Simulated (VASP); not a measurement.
# WSe2 (Cmcm) in VASP: a series of runs

The runs below take WSe2 through single point, with PBE+D3(BJ).

All numbers are computed with VASP 6.6.1; they aren't measurements. Logs are shortened: lines on timing, memory, paths and dates and some standing lists are left out, and cuts for length are marked.

### Step 1. The cell of the first run

The structure is orthorhombic, space group Cmcm (No. 63). Conventional cell: a = 3.525 Å, b = 5.679 Å, c = 12.789 Å, α = 90.00°, β = 90.00°, γ = 90.00°. Within 3.6 Å of W (site symmetry m2m) lie 6 Se at 2.53 to 2.62 Å and 6 W at 3.34 to 3.52 Å. Within 3.7 Å of Se (site symmetry m) lie 3 W at 2.53 to 2.62 Å and 10 Se at 3.34 to 3.63 Å.

### Step 2. Single point, PBE+D3(BJ) (strain +0.0750 x Voigt [1, 0, 0, 0, 0, 0])

Contents of INCAR:

```
PREC = Accurate ; ENCUT = 520
EDIFF = 1E-7 ; ISMEAR = 0
SIGMA = 0.05 ; LREAL = F
LASPH = T ; NELM = 100
ALGO = Normal ; ISIF = 2
LWAVE = F ; LCHARG = T
GGA = PE ; IVDW = 12
LELF = T ; LVHAR = T
NBANDS = 35
```

Contents of KPOINTS:

```
regular mesh
0
Gamma
  12 12 2
```

Contents of POSCAR:

```
WSe2
1.0
    3.5249546262      0.0000000000      0.0000000000
   -1.7624773131      2.8397211660      0.0000000000
    0.0000000000      0.0000000000     12.7886113051
W Se
2 4
Direct
    0.3333333333      0.6666666667      0.2500000000
    0.6666666667      0.3333333333      0.7500000000
    0.3333333333      0.6666666667      0.6182912222
    0.6666666667      0.3333333333      0.1182912222
    0.3333333333      0.6666666667      0.8817087778
    0.6666666667      0.3333333333      0.3817087778
```

Potentials or basis: VASP PAW PBE potentials, release 64 (W_sv, Se).

Run with:

```
$ cat potpaw_PBE.64/W_sv/POTCAR potpaw_PBE.64/Se/POTCAR > POTCAR
$ mpirun -np 1 vasp_std > vasp.out
```

OUTCAR:

```text
PREC = Accurate
   ENCUT = 520
   EDIFF = 1E-7
   ISMEAR = 0
   LREAL = F
   LASPH = T
   NELM = 100
   ISIF = 2
   GGA = PE
   IVDW = 12
 IVDW          = 12

 ion  position               nearest neighbor table
   1  0.333  0.667  0.250-   4 2.53   6 2.53   4 2.62   6 2.62   4 2.62   6 2.62
   2  0.667  0.333  0.750-   3 2.53   5 2.53   3 2.62   5 2.62   3 2.62   5 2.62
   3  0.333  0.667  0.618-   2 2.53   2 2.62   2 2.62
   4  0.667  0.333  0.118-   1 2.53   1 2.62   1 2.62
   5  0.333  0.667  0.882-   2 2.53   2 2.62   2 2.62
   6  0.667  0.333  0.382-   1 2.53   1 2.62   1 2.62

  Warning from LATTYP: Monoclinic adjustment (A1->A3, A2->A1, A3->A2)!
  LATTYP: Found a base centered orthorhombic cell.
 ALAT       =     3.5249546262
 B/A-ratio  =     1.6112100535
 C/A-ratio  =     3.6280215382

  Lattice vectors:

 A1 = (   1.7624773131,  -2.8397211660,   0.0000000000)
 A2 = (   1.7624773131,   2.8397211660,   0.0000000000)
 A3 = (   0.0000000000,   0.0000000000,  12.7886113051)

Analysis of symmetry for initial positions (statically):
=====================================================================
 Subroutine PRICEL returns:
 Original cell was already a primitive cell.

 Routine SETGRP: Setting up the symmetry group for a
 base centered orthorhombic supercell.

 Subroutine GETGRP returns: Found  8 space group operations
 (whereof  4 operations were pure point group operations)
 out of a pool of  8 trial point group operations.

The static configuration has the point symmetry C_2h.
 The point group associated with its full space group is D_2h.

Analysis of symmetry for dynamics (positions and initial velocities):
=====================================================================
 Subroutine PRICEL returns:
 Original cell was already a primitive cell.

 Routine SETGRP: Setting up the symmetry group for a
 base centered orthorhombic supercell.

 Subroutine GETGRP returns: Found  8 space group operations
 (whereof  4 operations were pure point group operations)
 out of a pool of  8 trial point group operations.

The dynamic configuration has the point symmetry C_2h.
 The point group associated with its full space group is D_2h.

 Subroutine INISYM returns: Found  8 space group operations
 (whereof  4 operations are pure point group operations),
 and found     1 'primitive' translations

----------------------------------------------------------------------------------------

                                     Primitive cell

  volume of cell :     128.0126

  direct lattice vectors                    reciprocal lattice vectors
     3.524954626  0.000000000  0.000000000     0.283691595  0.176073625  0.000000000
    -1.762477313  2.839721166  0.000000000     0.000000000  0.352147250  0.000000000
     0.000000000  0.000000000 12.788611305     0.000000000  0.000000000  0.078194573

  length of vectors
     3.524954626  3.342206244 12.788611305     0.333890465  0.352147250  0.078194573

  position of ions in fractional coordinates (direct lattice)
     0.333333333  0.666666667  0.250000000
     0.666666667  0.333333333  0.750000000
     0.333333333  0.666666667  0.618291222
     0.666666667  0.333333333  0.118291222
     0.333333333  0.666666667  0.881708778
     0.666666667  0.333333333  0.381708778

  ion indices of the primitive-cell ions
   primitive index   ion index
                 1           1
                 2           2
                 3           3
                 4           4
                 5           5
                 6           6

----------------------------------------------------------------------------------------

 KPOINTS: regular mesh

Automatic generation of k-mesh.
 Grid dimensions read from file:
 generate k-points for:   12   12    2

 Generating k-lattice:

  Cartesian coordinates                     Fractional coordinates (reciprocal lattice)
     0.023640966  0.014672802  0.000000000     0.083333333  0.000000000  0.000000000
     0.000000000  0.029345604  0.000000000     0.000000000  0.083333333  0.000000000
     0.000000000  0.000000000  0.039097286     0.000000000  0.000000000  0.500000000

  Length of vectors
     0.027824205  0.029345604  0.039097286

  Shift w.r.t. Gamma in fractional coordinates (k-lattice)
     0.000000000  0.000000000  0.000000000

 Subroutine IBZKPT returns following result:
 ===========================================

 Found     86 irreducible k-points:

 Following reciprocal coordinates:
            Coordinates               Weight
  0.000000  0.000000  0.000000      1.000000
  0.083333  0.000000  0.000000      4.000000
  0.166667  0.000000  0.000000      4.000000
  0.250000  0.000000  0.000000      4.000000
  0.333333  0.000000  0.000000      4.000000
  0.416667  0.000000  0.000000      4.000000
[... 16 lines left out ...]
  0.333333  0.166667  0.000000      4.000000
  0.416667  0.166667  0.000000      4.000000
 [... further k-points ...]
[... 55 lines left out ...]
   NGX = 13   NGY = 13   NGZ = 47

 number of electron      51.9999996 magnetization

 Free energy of the ion-electron system (eV)
  ---------------------------------------------------
  ext. energy  EPLUGINS =         0.00000000
  ---------------------------------------------------
  free energy    TOTEN  =       -42.87826959 eV

  energy without entropy =      -42.87826959  energy(sigma->0) =      -42.87826959

 E-fermi :   6.1637     XC(G=0): -10.5453

 val. band max:        5.8046318569   @ k =   0.0000   0.0000   0.0000
 cond. band min:       6.7136208679   @ k =   0.1667   0.1667   0.0000
 fundamental gap:      0.9089890110
 Fermi energy:         6.1636689578

 k-point     1 :       0.0000    0.0000    0.0000
  band No.  band energies     occupation
      1     -68.7459      2.00000
      2     -68.7459      2.00000
      3     -32.9153      2.00000
      4     -32.9153      2.00000
      5     -32.9055      2.00000
      6     -32.9055      2.00000
[... 27 lines left out ...]
     34       8.6166      0.00000
     35       9.6126      0.00000

 k-point     2 :       0.0833    0.0000    0.0000
  band No.  band energies     occupation
      1     -68.7455      2.00000
      2     -68.7455      2.00000
      3     -32.9135      2.00000
      4     -32.9135      2.00000
      5     -32.9124      2.00000
      6     -32.9124      2.00000
[... 27 lines left out ...]
     34       8.4679      0.00000
     35      10.2031      0.00000

 k-point     3 :       0.1667    0.0000    0.0000
  band No.  band energies     occupation
      1     -68.7445      2.00000
      2     -68.7445      2.00000
      3     -32.9333      2.00000
      4     -32.9333      2.00000
      5     -32.9084      2.00000
      6     -32.9084      2.00000
[... 27 lines left out ...]
     34       8.8338      0.00000
     35      11.1717      0.00000

 k-point     4 :       0.2500    0.0000    0.0000
  band No.  band energies     occupation
      1     -68.7431      2.00000
      2     -68.7431      2.00000
      3     -32.9652      2.00000
      4     -32.9652      2.00000
      5     -32.9015      2.00000
      6     -32.9015      2.00000
[... 27 lines left out ...]
     34       9.2944      0.00000
     35      11.6384      0.00000

 k-point     5 :       0.3333    0.0000    0.0000
  band No.  band energies     occupation
      1     -68.7416      2.00000
      2     -68.7416      2.00000
      3     -32.9994      2.00000
      4     -32.9994      2.00000
      5     -32.8947      2.00000
      6     -32.8946      2.00000
[... 638 lines left out ...]
 k-point    22 :       0.2500    0.1667    0.0000
  band No.  band energies     occupation
      1     -68.7404      2.00000
      2     -68.7404      2.00000
      3     -32.9977      2.00000
      4     -32.9977      2.00000
      5     -32.8943      2.00000
      6     -32.8943      2.00000
[... 27 lines left out ...]
     34      10.1581      0.00000
     35      10.9305      0.00000

 k-point    23 :       0.3333    0.1667    0.0000
  band No.  band energies     occupation
      1     -68.7397      2.00000
      2     -68.7397      2.00000
      3     -33.0177      2.00000
      4     -33.0177      2.00000
      5     -32.8984      2.00000
      6     -32.8984      2.00000
[... 27 lines left out ...]
     34      10.2131      0.00000
     35      10.2301      0.00000

 k-point    24 :       0.4167    0.1667    0.0000
  band No.  band energies     occupation
      1     -68.7396      2.00000
      2     -68.7396      2.00000
      3     -33.0230      2.00000
      4     -33.0230      2.00000
      5     -32.8974      2.00000
      6     -32.8974      2.00000
[... 27 lines left out ...]
     34      10.0867      0.00000
     35      10.1802      0.00000

 [... further k-points ...]

------------------------ aborting loop because EDIFF is reached ----------------------------------------

 Edisp (eV)   -2.64913

 E8    (eV) :    -1.1819

  FORCE on cell =-STRESS in cart. coord.  units (eV):
  Direction    XX          YY          ZZ          XY          YZ          ZX
  --------------------------------------------------------------------------------------
  -------------------------------------------------------------------------------------
  Total     -10.70691    -3.20041    -4.49633     0.00000     0.00000     0.00000
  in kB    -134.00536   -40.05568   -56.27505     0.00000     0.00000     0.00000
  external pressure =      -76.78 kB  Pullay stress =        0.00 kB

 VOLUME and BASIS-vectors are now :
 -----------------------------------------------------------------------------
  energy-cutoff  :      520.00
  volume of cell :      128.01
      direct lattice vectors                 reciprocal lattice vectors
     3.524954626  0.000000000  0.000000000     0.283691595  0.176073625  0.000000000
    -1.762477313  2.839721166  0.000000000     0.000000000  0.352147250  0.000000000
     0.000000000  0.000000000 12.788611305     0.000000000  0.000000000  0.078194573

 POSITION                                       TOTAL-FORCE (eV/Angst)
 -----------------------------------------------------------------------------------
     -0.00000      1.89315      3.19715         0.000000     -0.419532     -0.000000
      1.76248      0.94657      9.59146        -0.000000      0.419532     -0.000000
     -0.00000      1.89315      7.90709        -0.000000     -0.222214      0.648253
      1.76248      0.94657      1.51278         0.000000      0.222214      0.648253
     -0.00000      1.89315     11.27583        -0.000000     -0.222214     -0.648253
      1.76248      0.94657      4.88153         0.000000      0.222214     -0.648253
 -----------------------------------------------------------------------------------
    total drift:                                0.000000     -0.000000      0.000000

  FREE ENERGIE OF THE ION-ELECTRON SYSTEM (eV)
  ---------------------------------------------------
  free  energy   TOTEN  =       -45.5274024314 eV

  energy  without entropy=      -45.5274024314  energy(sigma->0) =      -45.52740243
```

Wall time 7.2 min (1 thread of Oxide Virtual Turin-like, shared host); peak memory 0.44 GiB.

Results:

```yaml
Free_energy: -45.5274 eV
Pressure: -7.7 GPa
Largest_force: 0.685 eV/Å
Band_gap_on_the_k_mesh: 0.91 eV (least direct gap 1.22 eV)
Dispersion_energy_per_atom: -0.442 eV
```

Forces in eV/Å, atoms in the order of the input:
```
W    0.000 -0.420  0.000
W    0.000  0.420  0.000
Se   0.000 -0.222  0.648
Se   0.000  0.222  0.648
Se   0.000 -0.222 -0.648
Se   0.000  0.222 -0.648
```

Levels at points of the mesh, in eV from the valence-band top:
```csv
k point,band 23,band 24,band 25,band 26,band 27,band 28,band 29,band 30
"(0.00, 0.00, 0.00)",-1.58,-0.90,-0.73,0.00,1.97,2.02,2.04,2.31
"(0.50, 0.00, 0.00)",-1.50,-1.42,-1.23,-1.09,1.50,1.56,2.12,2.29
"(0.00, 0.50, 0.00)",-2.07,-1.77,-1.27,-1.04,1.79,1.82,1.96,2.33
"(0.00, 0.00, 0.50)",-1.55,-1.55,-0.13,-0.13,1.97,1.97,2.20,2.20
"(0.50, 0.00, 0.50)",-1.37,-1.37,-1.21,-1.21,1.53,1.53,2.22,2.22
"(0.00, 0.50, 0.50)",-1.94,-1.94,-1.13,-1.13,1.80,1.80,2.19,2.19
```

Caveat: the cell differs from its parent crystal (strain +0.0750 x Voigt [1, 0, 0, 0, 0, 0]); the stress differs along the axes, from -13 to -4 GPa; spin-orbit coupling is left out, which moves the levels of the heavy elements.

### Step 3. Single point, PBE+D3(BJ) (strain -0.1000 x Voigt [1, 0, 0, 0, 0, 0])

Contents of INCAR:

```
PREC = Accurate
ENCUT = 520
EDIFF = 1E-6
ISMEAR = 0
SIGMA = 0.05
LREAL = F
LASPH = T
NELM = 60
ALGO = Normal
ISIF = 2
LWAVE = F
LCHARG = F
GGA = PE
IVDW = 12
NBANDS = 35
```

Contents of KPOINTS:

```
Automatic mesh
0
Gamma
  12 12 2
```

POSCAR, as its differences from that of step 2:

```diff
@@ -2,4 +2,4 @@
 1.0
-    3.5249546262      0.0000000000      0.0000000000
-   -1.7624773131      2.8397211660      0.0000000000
+    2.9511248033      0.0000000000      0.0000000000
+   -1.4755624016      2.8397211660      0.0000000000
     0.0000000000      0.0000000000     12.7886113051
```

Potentials or basis: VASP PAW PBE potentials, release 64 (W_sv, Se).

Run with:

```
$ cat potpaw_PBE.64/W_sv/POTCAR potpaw_PBE.64/Se/POTCAR > POTCAR
$ mpirun -np 1 vasp_std > vasp.out
```

Wall time 4 min (1 thread of Oxide Virtual Turin-like, shared host); peak memory 0.38 GiB.

Results (log left out):

| Item | Value |
| --- | --- |
| Free energy | -44.6956 eV |
| Pressure | 19.9 GPa |
| Largest force | 1.454 eV/Å |
| Band gap on the k mesh | 0.45 eV (least direct gap 1.58 eV) |
| Dispersion energy per atom | -0.530 eV |

Forces on the atoms (eV/Å):
```
W    0.000  1.005  0.000
W    0.000 -1.005  0.000
Se   0.000  0.517 -1.359
Se   0.000 -0.517 -1.359
Se   0.000  0.517  1.359
Se   0.000 -0.517  1.359
```

Stress tensor (GPa, compression positive):
```
37.88  0.00  0.00
 0.00  7.88  0.00
 0.00  0.00 13.82
```

Levels at points of the mesh, in eV from the valence-band top:
| k point | band 23 | band 24 | band 25 | band 26 | band 27 | band 28 | band 29 | band 30 |
| --- | --- | --- | --- | --- | --- | --- | --- | --- |
| (0.00, 0.00, 0.00) | -1.49 | -1.08 | -1.03 | -0.63 | 2.29 | 2.32 | 2.34 | 2.68 |
| (0.50, 0.00, 0.00) | -1.76 | -1.68 | -1.59 | -1.42 | 1.93 | 2.20 | 2.46 | 2.66 |
| (0.00, 0.50, 0.00) | -2.27 | -2.20 | -0.27 | 0.00 | 2.34 | 2.62 | 2.64 | 2.69 |
| (0.00, 0.00, 0.50) | -1.06 | -1.06 | -0.90 | -0.90 | 2.29 | 2.29 | 2.53 | 2.53 |
| (0.50, 0.00, 0.50) | -1.64 | -1.64 | -1.57 | -1.57 | 2.14 | 2.14 | 2.68 | 2.68 |
| (0.00, 0.50, 0.50) | -2.21 | -2.21 | -0.13 | -0.13 | 2.50 | 2.50 | 2.65 | 2.65 |

Caveat: the cell differs from its parent crystal (strain -0.1000 x Voigt [1, 0, 0, 0, 0, 0]); the stress differs along the axes, from 8 to 38 GPa; spin-orbit coupling is left out, which moves the levels of the heavy elements; forces of over 1 eV/Å act on the atoms, so gaps and moduli don't describe the material at rest. A k mesh can miss the band edges.

### Step 4. Single point, PBE+D3(BJ) (strain -0.0750 x Voigt [1, 0, 0, 0, 0, 0])

Contents of INCAR:

```
SYSTEM = WSe2
  PREC = Accurate
  ENCUT = 520
  EDIFF = 1E-6
  ISMEAR = 0
  SIGMA = 0.05
  LREAL = .False.
  LASPH = .True.
  NELM = 60
  ALGO = Normal
  ISIF = 2
  LWAVE = .False.
  LCHARG = .False.
  GGA = PE
  IVDW = 12
  NBANDS = 35
```

Contents of KPOINTS:

```
regular mesh
0
Gamma
  12 12 2
  0 0 0
```

POSCAR, as its differences from that of step 3:

```diff
@@ -2,4 +2,4 @@
 1.0
-    2.9511248033      0.0000000000      0.0000000000
-   -1.4755624016      2.8397211660      0.0000000000
+    3.0331004923      0.0000000000      0.0000000000
+   -1.5165502461      2.8397211660      0.0000000000
     0.0000000000      0.0000000000     12.7886113051
```

Run with:

```
$ cat potpaw_PBE.64/W_sv/POTCAR potpaw_PBE.64/Se/POTCAR > POTCAR
$ mpirun -np 1 vasp_std > vasp.out
```

It took 3.8 min on 1 thread of Oxide Virtual Turin-like, shared host; peak memory 0.38 GiB.

Results (log left out):

```
Free energy                : -45.2811 eV
Pressure                   : 13.6 GPa
Largest force              : 1.048 eV/Å
Band gap on the k mesh     : 0.90 eV (least direct gap 1.70 eV)
Dispersion energy per atom : -0.515 eV
```

Forces on the atoms (eV/Å):
```
W    0.000  0.700  0.000
W    0.000 -0.700  0.000
Se   0.000  0.361 -0.984
Se   0.000 -0.361 -0.984
Se   0.000  0.361  0.984
Se   0.000 -0.361  0.984
```

Stress tensor (GPa, compression positive):
```
25.49  0.00  0.00
 0.00  5.69  0.00
 0.00  0.00  9.75
```

Levels at points of the mesh, in eV from the valence-band top:
```
           k point  band 22  band 23  band 24  band 25  band 26  band 27  band 28  band 29  band 30  band 31
(0.00, 0.00, 0.00)    -1.45    -1.05    -0.92    -0.87    -0.10     2.72     2.76     2.78     3.08     3.62
(0.50, 0.00, 0.00)    -2.44    -1.34    -1.33    -1.21    -1.00     2.35     2.56     2.77     3.07     3.37
(0.00, 0.50, 0.00)    -2.51    -1.73    -1.62    -0.28     0.00     2.66     2.78     2.84     3.02     3.34
(0.00, 0.00, 0.50)    -1.42    -0.89    -0.89    -0.36    -0.36     2.72     2.72     2.96     2.96     3.63
(0.50, 0.00, 0.50)    -2.63    -1.27    -1.27    -1.16    -1.16     2.52     2.52     3.01     3.01     3.55
(0.00, 0.50, 0.50)    -2.57    -1.65    -1.65    -0.14    -0.14     2.81     2.81     2.86     2.86     3.77
```

Caveat: the cell differs from its parent crystal (strain -0.0750 x Voigt [1, 0, 0, 0, 0, 0]); the stress differs along the axes, from 6 to 25 GPa; spin-orbit coupling is left out, which moves the levels of the heavy elements; forces of over 1 eV/Å act on the atoms, so gaps and moduli don't describe the material at rest.

### Step 5. The runs side by side

```tsv
cell	gap on the mesh (eV)	pressure (GPa)	largest force (eV/Å)
a = 3.525, b = 3.342, c = 12.789 Å, angles 90.0, 90.0, 121.8°, 6 atoms	0.91	-7.7	0.69
a = 2.951, b = 3.200, c = 12.789 Å, angles 90.0, 90.0, 117.5°, 6 atoms	0.45	19.9	1.45
a = 3.033, b = 3.219, c = 12.789 Å, angles 90.0, 90.0, 118.1°, 6 atoms	0.90	13.6	1.05
```

Alike in all rows: task single point; level PBE+D3(BJ); potentials or basis VASP PAW PBE potentials, release 64 (W_sv, Se); no spin polarisation; k mesh 12 × 12 × 2; cutoff (eV) 520; smearing gaussian 0.05 eV.

Caveats: spin-orbit coupling is left out, which moves the levels of the heavy elements; forces of over 1 eV/Å act on the atoms, so gaps and moduli don't describe the material at rest (at least some runs); the stress differs along the axes, from -13 to -4 GPa (at least some runs); the stress differs along the axes, from 8 to 38 GPa (at least some runs); the stress differs along the axes, from 6 to 25 GPa (at least some runs).

Absolute energies hang on the potentials; compare differences alone.
